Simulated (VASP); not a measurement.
Set up this calculation in VASP 6.6.1, as the native input.

```
Task                                : relaxation of the atoms
Functional                          : PBE
Potentials or basis                 : VASP PAW PBE potentials, release 64 (Te, Cd, Zn)
Cutoff                              : 520 eV
k mesh                              : 6 × 6 × 1
Occupations                         : gaussian, width 0.05 eV
Spin                                : no spin polarisation
Dipole correction                   : yes
Atoms held fixed (from 0)           : [0, 1, 2, 3]
Further INCAR settings              : ALGO = Fast; EDIFF = 1e-06; IBRION = 2; EDIFFG = -0.025; NSW = 36
Atoms held along some axes (from 0) : atom 4 along a and b
```

The structure of ZnCd2Te2 lies in POSCAR:

```
ZnCd2Te2
1.0
    4.6794578583      0.0000000000      0.0000000000
   -2.3397289292      4.0525293813      0.0000000000
    0.0000000000      0.0000000000     20.0807280860
Te Cd Zn
2 2 1
Selective dynamics
Direct
    0.0000000000      0.0000000000      0.1991959646  F F F
    0.3333333333      0.6666666667      0.4037116126  F F F
    0.3333333333      0.6666666667      0.2467634796  F F F
    0.6666666667      0.3333333333      0.4273116019  F F F
    0.8888888889      1.2222222222      0.5598452721  F F T
```

The input as run:

INCAR

```
ALGO = Fast ; DIPOL = 0.5 0.5 0.367
EDIFF = 1E-6 ; EDIFFG = -0.025
ENCUT = 520 ; GGA = PE
IBRION = 2 ; IDIPOL = 3
ISIF = 2 ; ISMEAR = 0
KPAR = 4 ; LASPH = T
LCHARG = F ; LDIPOL = T
LREAL = F ; LWAVE = F
NELM = 60 ; NSW = 36
PREC = Accurate ; SIGMA = 0.05
```

KPOINTS

```
k-points
0
Gamma
  6 6 1
```

Potentials or basis: VASP PAW PBE potentials, release 64 (Te, Cd, Zn).

Run with:

```sh
$ cat potpaw_PBE.64/Te/POTCAR potpaw_PBE.64/Cd/POTCAR potpaw_PBE.64/Zn/POTCAR > POTCAR
$ mpirun -np 4 vasp_std > vasp.out
```

It gave:

- Energy gained by relaxing: 1.0 meV/atom
- Ionic steps: 5
- Band gap on the k mesh: zero (filled and empty bands touch)

Caveat: spin-orbit coupling is left out, which moves the levels of the heavy elements.

Run time: 5.3 min on 4 MPI ranks on Oxide Virtual Turin-like Processor, with other jobs on the host, peak memory 0.63 GiB a rank.
